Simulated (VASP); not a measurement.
# Be (P6_3/mmc) in VASP: further runs, part 2 of 2

VASP 6.6.1. Earlier steps stand in the parts before.

## Step 3: Single point, revPBE+D3(BJ)

The input, INCAR:

```
ALGO = Normal
EDIFF = 1E-6
ENCUT = 520
GGA = RE
ISIF = 2
ISMEAR = 0
IVDW = 12
LASPH = T
LCHARG = T
LELF = T
LREAL = F
LVHAR = T
LWAVE = F
NBANDS = 9
NELM = 80
PREC = Accurate
SIGMA = 0.1
```

The input, KPOINTS:

```
k-points
0
Gamma
  21 21 12
```

The input, POSCAR:

```
Be
1.0
    2.2142215395      0.0000000000      0.0000000000
   -1.1071107697      1.9175721028      0.0000000000
    0.0000000000      0.0000000000      3.5000027202
Be
2
Direct
    0.3333333333      0.6666666667      0.2500000000
    0.6666666667      0.3333333333      0.7500000000
```

Potentials or basis: VASP PAW PBE potentials, release 64 (Be).

Launch:

```console
> cat potpaw_PBE.64/Be/POTCAR > POTCAR
> mpirun -np 1 vasp_std > vasp.out
```

Run time: 12 s. Hardware: 1 thread of Intel Xeon 6975P-C, shared host; peak memory 0.16 GiB.

The run converged. Its results:

```
Free energy                : -8.5925 eV
Pressure                   : -5.8 GPa
Band gap on the k mesh     : zero (band 2 reaches 8.66 eV, above the bottom of band 3 at 6.51 eV)
Dispersion energy per atom : -0.763 eV
```

Levels at points of the mesh, in eV from the Fermi level:
```csv
k point,band 1,band 2,band 3,band 4,band 5,band 6,band 7
"(0.00, 0.00, 0.00)",-11.80,-4.75,1.17,16.96,16.96,19.92,19.92
"(0.00, 0.00, 0.50)",-9.58,-9.58,11.09,11.09,18.70,18.70,18.70
```

Caveat: the PAW data sets were made with another functional, which shifts forces and pressure a little; pairwise dispersion overbinds metals, which lowers pressure and volume.

## Step 4: Single point, LDA

The input, INCAR:

```
SYSTEM = Be
PREC     = Accurate       ! precision mode
ENCUT    = 520            ! plane-wave cutoff, eV
EDIFF    = 1E-6           ! SCF threshold, eV
ISMEAR   = 0              ! smearing method
SIGMA    = 0.1            ! smearing width, eV
LREAL    = .False.        ! projectors in reciprocal space
LASPH    = .True.         ! aspherical terms in the spheres
NELM     = 60             ! most SCF steps
ALGO     = Normal         ! electronic algorithm
ISIF     = 2              ! what is computed and relaxed
LWAVE    = .False.        ! write WAVECAR
LCHARG   = .False.        ! write CHGCAR
GGA      = CA             ! functional
NBANDS   = 9              ! bands
```

The input, KPOINTS:

```
regular mesh
0
Gamma
  21 21 12
  0 0 0
```

POSCAR is that of step 3.

Potentials or basis: VASP PAW LDA potentials, release 64 (Be).

Launch:

```console
> cat potpaw_LDA.64/Be/POTCAR > POTCAR
> mpirun -np 1 vasp_std > vasp.out
```

OUTCAR:

```text
SYSTEM = Be
   PREC = Accurate
   ENCUT = 520
   EDIFF = 1E-6
   ISMEAR = 0
   LREAL = .False.
   LASPH = .True.
   NELM = 60
   ISIF = 2
   GGA = CA

 ion  position               nearest neighbor table
   1  0.333  0.667  0.250-   2 2.17   2 2.17   2 2.17   2 2.17   2 2.17   2 2.17
   2  0.667  0.333  0.750-   1 2.17   1 2.17   1 2.17   1 2.17   1 2.17   1 2.17

  LATTYP: Found a hexagonal cell.
 ALAT       =     2.2142215395
 C/A-ratio  =     1.5806922016

  Lattice vectors:

 A1 = (   2.2142215395,   0.0000000000,   0.0000000000)
 A2 = (  -1.1071107697,   1.9175721028,   0.0000000000)
[... 468 lines left out ...]
      6      24.1459      0.00000
      7      25.0084      0.00000
      8      25.9514      0.00000
      9      30.0858      0.00000

 [... further k-points ...]
[... 5 lines left out ...]
  --------------------------------------------------------------------------------------
  -------------------------------------------------------------------------------------
  Total        0.2381082      0.2381082      0.2354992      0.0000000     -0.0000000      0.0000000
  in kB       25.6710627     25.6710627     25.3897712      0.0000000     -0.0000000      0.0000000
  external PRESSURE =      25.5772989 kB  Pullay stress =       0.0000000 kB

 VOLUME and BASIS-vectors are now :
 -----------------------------------------------------------------------------
  energy-cutoff  :      520.00
  volume of cell :       14.86
      direct lattice vectors                 reciprocal lattice vectors
     2.214221540  0.000000000  0.000000000     0.451625992  0.260746388  0.000000000
    -1.107110770  1.917572103  0.000000000     0.000000000  0.521492776  0.000000000
     0.000000000  0.000000000  3.500002720     0.000000000  0.000000000  0.285714064

 POSITION                                       TOTAL-FORCE (eV/Angst)
 -----------------------------------------------------------------------------------
     -0.00000      1.27838      0.87500        -0.000000      0.000000      0.000000
      1.10711      0.63919      2.62500         0.000000      0.000000      0.000000
 -----------------------------------------------------------------------------------
    total drift:                                0.000000     -0.000000      0.000000

  FREE ENERGIE OF THE ION-ELECTRON SYSTEM (eV)
  ---------------------------------------------------
  free  energy   TOTEN  =        -8.4143092316 eV

  energy  without entropy=       -8.4129506667  energy(sigma->0) =       -8.41362995
```

It took 9.9 s on 1 thread of Intel Xeon 6975P-C, shared host; peak memory 0.14 GiB.

What came out:

```
Free energy            : -8.4143 eV
Pressure               : 2.6 GPa
Band gap on the k mesh : zero (band 2 reaches 8.27 eV, above the bottom of band 3 at 6.14 eV)
```

## Step 5: Single point, r2SCAN

POSCAR is that of step 4.

The input, INCAR.step1:

```
SYSTEM = Be
PREC     = Accurate       ! precision mode
ENCUT    = 520            ! plane-wave cutoff, eV
ISMEAR   = 0              ! smearing method
SIGMA    = 0.1            ! smearing width, eV
LREAL    = .FALSE.        ! projectors in reciprocal space
LASPH    = .TRUE.         ! aspherical terms in the spheres
NELM     = 80             ! most SCF steps
NBANDS   = 9              ! bands
GGA      = PE             ! functional
ALGO     = Normal         ! electronic algorithm
EDIFF    = 1E-4           ! SCF threshold, eV
LWAVE    = .TRUE.         ! write WAVECAR
LCHARG   = .FALSE.        ! write CHGCAR
```

The input, INCAR.step2:

```
SYSTEM = Be
PREC     = Accurate       ! precision mode
ENCUT    = 520            ! plane-wave cutoff, eV
EDIFF    = 1E-6           ! SCF threshold, eV
ISMEAR   = 0              ! smearing method
SIGMA    = 0.1            ! smearing width, eV
LREAL    = .FALSE.        ! projectors in reciprocal space
LASPH    = .TRUE.         ! aspherical terms in the spheres
NELM     = 80             ! most SCF steps
ALGO     = Normal         ! electronic algorithm
ISIF     = 2              ! what is computed and relaxed
LWAVE    = .FALSE.        ! write WAVECAR
LCHARG   = .FALSE.        ! write CHGCAR
METAGGA  = R2SCAN         ! meta-GGA
LMIXTAU  = .TRUE.       
NBANDS   = 9              ! bands
ISTART   = 1
```

The input, KPOINTS:

```
Automatic mesh
0
G
  21 21 12
  0 0 0
```

Potentials or basis: VASP PAW PBE potentials, release 64 (Be).

Launch:

```console
> cat potpaw_PBE.64/Be/POTCAR > POTCAR
> cp INCAR.step1 INCAR
> mpirun -np 1 vasp_std > vasp.out
> cp INCAR.step2 INCAR
> mpirun -np 1 vasp_std > vasp.out
```

It took 63 s on 1 thread of Intel Xeon 6975P-C, shared host; peak memory 0.15 GiB.

Results (log left out):

```yaml
Free_energy: -8.6520 eV
Pressure: 8.8 GPa
Band_gap_on_the_k_mesh: zero (band 2 reaches 8.75 eV, above the bottom of band 3 at 6.47 eV)
```

Stress tensor (GPa, compression positive):
```
8.62 0.00 0.00
0.00 8.62 0.00
0.00 0.00 9.06
```

Levels at points of the mesh, in eV from the Fermi level:
```tsv
k point	band 1	band 2	band 3	band 4	band 5	band 6
(0.00, 0.00, 0.00)	-12.65	-5.07	1.17	18.20	18.20	21.34
(0.00, 0.00, 0.50)	-10.27	-10.27	11.78	11.78	20.08	20.08
```

Caveat: the PAW data sets were made with another functional, which shifts forces and pressure a little.

## Step 6: The runs side by side

| level | potentials or basis | gap on the mesh (eV) | pressure (GPa) |
| --- | --- | --- | --- |
| PBE+D3(BJ) | VASP PAW PBE potentials, release 64 (Be) | none | 0.2 |
| revPBE+D3(BJ) | VASP PAW PBE potentials, release 64 (Be) | none | -5.8 |
| LDA | VASP PAW LDA potentials, release 64 (Be) | none | 2.6 |
| r2SCAN | VASP PAW PBE potentials, release 64 (Be) | none | 8.8 |

Alike in all rows: task single point; no spin polarisation; cell as given; k mesh 21 × 21 × 12; cutoff (eV) 520; smearing gaussian 0.1 eV.

Caveats: pairwise dispersion overbinds metals, which lowers pressure and volume (some runs); the PAW data sets were made with another functional, which shifts forces and pressure a little (some runs).

Absolute energies hang on the potentials; compare differences alone.
